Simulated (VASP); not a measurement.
# Hf in VASP: notebook

The runs below take Hf through electric field gradients, with PBEsol.

Program: VASP 6.6.1. These are calculated values, not measurements. Logs are shortened: lines on timing, memory, paths and dates and some standing lists are left out, and cuts for length are marked.

## 1. The cell of the first run

It takes space group I4/mmm (No. 139, tetragonal). The conventional cell has a = 3.682 Å, b = 3.682 Å, c = 3.610 Å, α = 90.00°, β = 90.00°, γ = 90.00°. Hf (site symmetry 4/mmm) has 14 Hf at 3.17 to 3.68 Å within 4.2 Å.

## 2. Electric field gradients, PBEsol (equal xx and yy strain of +2 %)

INCAR reads:

```
PREC = Accurate ; ENCUT = 520
EDIFF = 1E-8 ; ISMEAR = -1
SIGMA = 0.05 ; LREAL = F
LASPH = T ; NELM = 100
ALGO = Normal ; ISIF = 2
LWAVE = F ; LCHARG = F
GGA = PS ; LEFG = T
NBANDS = 11
```

KPOINTS reads:

```
regular mesh
0
Gamma
  14 14 14
```

POSCAR reads:

```
Hf
1.0
   -1.8411000000      1.8411000000      1.8050000000
    1.8411000000     -1.8411000000      1.8050000000
    1.8411000000      1.8411000000     -1.8050000000
Hf
1
Direct
    0.0000000000      0.0000000000      0.0000000000
```

Potentials or basis: VASP PAW PBE potentials, release 64 (Hf_pv).

Launch:

```sh
$ cat potpaw_PBE.64/Hf_pv/POTCAR > POTCAR
$ mpirun -np 1 vasp_std > vasp.out
```

OUTCAR:

```text
PREC = Accurate
   ENCUT = 520
   EDIFF = 1E-8
   ISMEAR = -1
   LREAL = F
   LASPH = T
   NELM = 100
   ISIF = 2
   GGA = PS

 ion  position               nearest neighbor table
   1  0.000  0.000  0.000-

  LATTYP: Found a body centered tetragonal cell.
 ALAT       =     3.6822000000
 C/A-ratio  =     0.9803921569

  Lattice vectors:

 A1 = (  -1.8411000000,   1.8411000000,   1.8050000000)
 A2 = (   1.8411000000,  -1.8411000000,   1.8050000000)
 A3 = (   1.8411000000,   1.8411000000,  -1.8050000000)

Analysis of symmetry for initial positions (statically):
=====================================================================
 Subroutine PRICEL returns:
 Original cell was already a primitive cell.

 Routine SETGRP: Setting up the symmetry group for a
 body centered tetragonal supercell.

 Subroutine GETGRP returns: Found 16 space group operations
 (whereof 16 operations were pure point group operations)
 out of a pool of 16 trial point group operations.

The static configuration has the point symmetry D_4h.

Analysis of symmetry for dynamics (positions and initial velocities):
=====================================================================
 Subroutine PRICEL returns:
 Original cell was already a primitive cell.

 Routine SETGRP: Setting up the symmetry group for a
 body centered tetragonal supercell.

 Subroutine GETGRP returns: Found 16 space group operations
 (whereof 16 operations were pure point group operations)
 out of a pool of 16 trial point group operations.

The dynamic configuration has the point symmetry D_4h.

 Subroutine INISYM returns: Found 16 space group operations
 (whereof 16 operations are pure point group operations),
 and found     1 'primitive' translations

----------------------------------------------------------------------------------------

                                     Primitive cell

  volume of cell :      24.4733

  direct lattice vectors                    reciprocal lattice vectors
    -1.841100000  1.841100000  1.805000000     0.000000000  0.271576775  0.277008310
     1.841100000 -1.841100000  1.805000000     0.271576775  0.000000000  0.277008310
     1.841100000  1.841100000 -1.805000000     0.271576775  0.271576775  0.000000000

  length of vectors
     3.168173515  3.168173515  3.168173515     0.387927246  0.387927246  0.384067558

  position of ions in fractional coordinates (direct lattice)
     0.000000000  0.000000000  0.000000000

  ion indices of the primitive-cell ions
   primitive index   ion index
                 1           1

----------------------------------------------------------------------------------------

 KPOINTS: regular mesh

Automatic generation of k-mesh.
 Grid dimensions read from file:
 generate k-points for:   14   14   14

 Generating k-lattice:

  Cartesian coordinates                     Fractional coordinates (reciprocal lattice)
     0.000000000  0.019398341  0.019786308     0.071428571  0.000000000 -0.000000000
     0.019398341  0.000000000  0.019786308     0.000000000  0.071428571 -0.000000000
     0.019398341  0.019398341  0.000000000     0.000000000  0.000000000  0.071428571

  Length of vectors
     0.027709089  0.027709089  0.027433397

  Shift w.r.t. Gamma in fractional coordinates (k-lattice)
     0.000000000  0.000000000  0.000000000

 Subroutine IBZKPT returns following result:
 ===========================================

 Found    244 irreducible k-points:

 Following reciprocal coordinates:
            Coordinates               Weight
  0.000000  0.000000  0.000000      1.000000
  0.071429  0.000000 -0.000000      8.000000
  0.142857 -0.000000  0.000000      8.000000
  0.214286  0.000000  0.000000      8.000000
  0.285714  0.000000  0.000000      8.000000
  0.357143  0.000000 -0.000000      8.000000
[... 16 lines left out ...]
  0.214286  0.142857  0.000000     16.000000
  0.285714  0.142857  0.000000     16.000000
 [... further k-points ...]
   k-points           NKPTS =    244   k-points in BZ     NKDIM =    244   number of bands    NBANDS=     11
   number of dos      NEDOS =    301   number of ions     NIONS =      1
   total plane-waves  NPLWV =  13824
   dimension x,y,z NGX =    24 NGY =   24 NGZ =   24
   dimension x,y,z NGXF=    48 NGYF=   48 NGZF=   48
   ions per type =               1
   NGX,Y,Z   is equivalent  to a cutoff of  12.59, 12.59, 12.59 a.u.
   NGXF,Y,Z  is equivalent  to a cutoff of  25.19, 25.19, 25.19 a.u.
 SYSTEM =  unknown system
   PREC   = accura    normal or accurate (medium, high low for compatibility)
   ISTART =      0    job   : 0-new  1-cont  2-samecut
   ICHARG =      2    charge: 1-file 2-atom 10-const
   ISPIN  =      1    spin polarized calculation?
   LNONCOLLINEAR =      F non collinear calculations
   LSORBIT =      F    spin-orbit coupling
   LASPH  =      T    aspherical Exc in radial PAW
   ENCUT  =  520.0 eV  38.22 Ry    6.18 a.u.   5.89  5.89  5.89*2*pi/ulx,y,z
   NELM   =    100;   NELMIN=  2; NELMDL= -5     # of ELM steps
   EDIFF  = 0.1E-07   stopping-criterion for ELM
   LREAL  =      F    real-space projection
   EDIFFG = 0.1E-06   stopping-criterion for IOM
   NSW    =      0    number of steps for IOM
   IBRION =     -1    ionic relax: 0-MD 1-quasi-New 2-CG
   NFREE  =      0    steps in history (QN), initial steepest desc. (CG)
   ISIF   =      2    stress and relaxation
   ISYM   =      2    0-nonsym 1-usesym 2-fastsym
   POTIM  = 0.5000    time-step for ionic-motion
   TEBEG  =    0.0;   TEEND  =   0.0 temperature during run
   PSTRESS=    0.0 pullay stress
   NELECT =      10.0000    total number of electrons
   NUPDOWN=      -1.0000    fix difference up-down
   EMIN   =  10.00;   EMAX   =-10.00  energy-range for DOS
   EFERMI =   0.00;   METHOD = LEGACY
   ISMEAR =    -1;   SIGMA  =   0.05  broadening in eV -4-tet -1-fermi 0-gaus
   EFERMI_NEDOS =   21; number of points for ismear=-14 and -15
   IALGO  =     38    algorithm
   IMIX   =      4    mixing-type and parameters
     AMIX     =   0.40;   BMIX     =  1.00
     AMIX_MAG =   1.60;   BMIX_MAG =  1.00
  volume/ion in A,a.u.               =      24.47       165.15
  Fermi-wavevector in a.u.,A,eV,Ry     =   1.214817  2.295671 20.079209  1.475780
  Thomas-Fermi vector in A             =   2.350224
   LORBIT       =      0    0 simple, 1 ext, 2 COOP (PROOUT), +10 PAW based schemes
   GGA     = PS    functional components
   LHFCALC =     F    Hartree Fock is set to
   AEXX    =    0.0000 exact exchange contribution
   IVDW    =     0    specifies the selected vdW correction
   LEPSILON=     F    determine dielectric tensor
   LRPA    =     F    only Hartree local field effects (RPA)
 non-spin polarized calculation
  energy-cutoff  :      520.00
  volume of cell :       24.47
 maximum number of plane-waves:       682
   NGX = 11   NGY = 11   NGZ = 11

 number of electron      10.0000000 magnetization

 number of electron       9.9999998 magnetization

 Free energy of the ion-electron system (eV)
  ---------------------------------------------------
  ext. energy  EPLUGINS =         0.00000000
  ---------------------------------------------------
  free energy    TOTEN  =       -10.20713750 eV

  energy without entropy =      -10.18849796  energy(sigma->0) =      -10.19781773

 E-fermi :   3.8412     XC(G=0): -10.9885

 val. band max:        3.8403730672   @ k =   0.2143   0.0714   0.0714
 cond. band min:       3.8414549989   @ k =  -0.2857   0.3571   0.0714
 fundamental gap:      0.0010819317
 Fermi energy:         3.8412072556

 k-point     1 :       0.0000    0.0000    0.0000
  band No.  band energies     occupation
      1     -26.2988      2.00000
      2     -26.2988      2.00000
      3     -26.2985      2.00000
      4      -2.9091      2.00000
      5       5.1374      0.00000
      6       5.3359      0.00000
      7       5.3359      0.00000
      8       7.6672      0.00000
      9       7.9388      0.00000
     10      16.6375      0.00000
     11      16.6375      0.00000

 k-point     2 :       0.0714    0.0000   -0.0000
  band No.  band energies     occupation
      1     -26.3302      2.00000
      2     -26.3090      2.00000
      3     -26.2989      2.00000
      4      -2.7375      2.00000
      5       5.0895      0.00000
      6       5.2859      0.00000
      7       5.4306      0.00000
      8       7.6026      0.00000
      9       7.8260      0.00000
     10      16.8858      0.00000
     11      16.9565      0.00000

 k-point     3 :       0.1429   -0.0000    0.0000
  band No.  band energies     occupation
      1     -26.4178      2.00000
      2     -26.3378      2.00000
      3     -26.2995      2.00000
      4      -2.2428      2.00000
      5       4.7995      0.00000
      6       5.0670      0.00000
      7       5.9003      0.00000
      8       7.3822      0.00000
      9       7.7836      0.00000
     10      16.7339      0.00000
     11      17.2181      0.00000

 k-point     4 :       0.2143    0.0000    0.0000
  band No.  band energies     occupation
      1     -26.5417      2.00000
      2     -26.3790      2.00000
      3     -26.3005      2.00000
      4      -1.4907      2.00000
      5       4.3999      0.00003
      6       4.6417      0.00000
      7       6.6915      0.00000
      8       7.3432      0.00000
      9       7.8517      0.00000
     10      16.7260      0.00000
     11      17.0235      0.00000

 k-point     5 :       0.2857    0.0000    0.0000
  band No.  band energies     occupation
      1     -26.6760      2.00000
      2     -26.4243      2.00000
      3     -26.3016      2.00000
      4      -0.6123      2.00000
      5       4.0028      0.07591
      6       4.2291      0.00085
      7       7.5102      0.00000
      8       7.7438      0.00000
      9       8.0100      0.00000
     10      16.0187      0.00000
     11      16.3880      0.00000
[... 211 lines left out ...]
 k-point    21 :      -0.0714    0.0714    0.0000
  band No.  band energies     occupation
      1     -26.3304      2.00000
      2     -26.3083      2.00000
      3     -26.2985      2.00000
      4      -2.7410      2.00000
      5       5.0994      0.00000
      6       5.2251      0.00000
      7       5.5003      0.00000
      8       7.4896      0.00000
      9       7.9300      0.00000
     10      16.7357      0.00000
     11      16.7944      0.00000

 k-point    22 :       0.1429    0.1429    0.0000
  band No.  band energies     occupation
      1     -26.5969      2.00000
      2     -26.3827      2.00000
      3     -26.3302      2.00000
      4      -1.0442      2.00000
      5       4.2990      0.00021
      6       4.3046      0.00019
      7       7.0562      0.00000
      8       7.2188      0.00000
      9       8.1839      0.00000
     10      16.7051      0.00000
     11      17.1313      0.00000

 k-point    23 :       0.2143    0.1429    0.0000
  band No.  band energies     occupation
      1     -26.7003      2.00000
      2     -26.4336      2.00000
      3     -26.3384      2.00000
      4      -0.1755      2.00000
      5       3.8582      0.83180
      6       4.0258      0.04864
      7       7.1267      0.00000
      8       8.2826      0.00000
      9       8.4168      0.00000
     10      15.5051      0.00000
     11      16.7439      0.00000

 k-point    24 :       0.2857    0.1429    0.0000
  band No.  band energies     occupation
      1     -26.7875      2.00000
      2     -26.4866      2.00000
      3     -26.3418      2.00000
      4       0.6269      2.00000
      5       3.5729      1.99069
      6       3.8876      0.56707
      7       7.3468      0.00000
      8       8.5391      0.00000
      9       9.4904      0.00000
     10      13.8915      0.00000
     11      15.8526      0.00000

 [... further k-points ...]
[... 5 lines left out ...]
  --------------------------------------------------------------------------------------
  -------------------------------------------------------------------------------------
  Total       -1.7890615     -1.7890615     -1.9665133      0.0000000      0.0000000      0.0000000
  in kB     -117.1234617   -117.1234617   -128.7405973      0.0000000      0.0000000      0.0000000
  external PRESSURE =    -120.9958403 kB  Pullay stress =       0.0000000 kB

 VOLUME and BASIS-vectors are now :
 -----------------------------------------------------------------------------
  energy-cutoff  :      520.00
  volume of cell :       24.47
      direct lattice vectors                 reciprocal lattice vectors
    -1.841100000  1.841100000  1.805000000     0.000000000  0.271576775  0.277008310
     1.841100000 -1.841100000  1.805000000     0.271576775  0.000000000  0.277008310
     1.841100000  1.841100000 -1.805000000     0.271576775  0.271576775  0.000000000

 POSITION                                       TOTAL-FORCE (eV/Angst)
 -----------------------------------------------------------------------------------
      0.00000      0.00000      0.00000        -0.000000     -0.000000     -0.000000
 -----------------------------------------------------------------------------------
    total drift:                                0.000000      0.000000     -0.000000

  FREE ENERGIE OF THE ION-ELECTRON SYSTEM (eV)
  ---------------------------------------------------
  free  energy   TOTEN  =       -10.2071374957 eV

  energy  without entropy=      -10.1884979558  energy(sigma->0) =      -10.19781773

 Electric field gradients (V/A^2)
---------------------------------------------------------------------
 ion       V_xx      V_yy      V_zz      V_xy      V_xz      V_yz
---------------------------------------------------------------------
   1       0.738     0.738    -1.476     0.000     0.000     0.000
---------------------------------------------------------------------

 Electric field gradients after diagonalization (V/A^2)
 (convention: |V_zz| > |V_xx| > |V_yy|)
----------------------------------------------------------------------
 ion       V_xx      V_yy      V_zz     asymmetry (V_yy - V_xx)/ V_zz
----------------------------------------------------------------------
   1       0.738     0.738    -1.476       0.000
----------------------------------------------------------------------

           NMR quadrupolar parameters

 Cq : quadrupolar parameter    Cq=e*Q*V_zz/h
 eta: asymmetry parameters     (V_yy - V_xx)/ V_zz
 Q  : nuclear electric quadrupole moment in mb (millibarn)
----------------------------------------------------------------------
 ion       Cq(MHz)       eta       Q (mb)
----------------------------------------------------------------------
   1      -0.004       0.000       1.000
----------------------------------------------------------------------
```

Wall time 17 s (1 thread of Intel Xeon 6975P-C (Granite Rapids), shared host); peak memory 0.19 GiB.

What came out:

```yaml
Free_energy: -10.2071 eV
Pressure: -12.1 GPa
Band_gap_on_the_k_mesh: zero (band 5 reaches 5.25 eV, above the bottom of band 6 at 3.17 eV)
```

Electric field gradients, principal values (V/Å²):
| atom | least | middle | greatest (by size) |
| --- | --- | --- | --- |
| 1 Hf | 0.738 | 0.738 | -1.476 |

Caveat: the cell differs from its parent crystal (equal xx and yy strain of +2 %); without QUAD_EFG the Cq values of the log hold for a quadrupole moment of 1 mb, not for the nuclei; the PAW data sets were made with another functional, which shifts forces and pressure a little; spin-orbit coupling is left out, which moves the levels of the heavy elements.

[end of part 1 of 2]
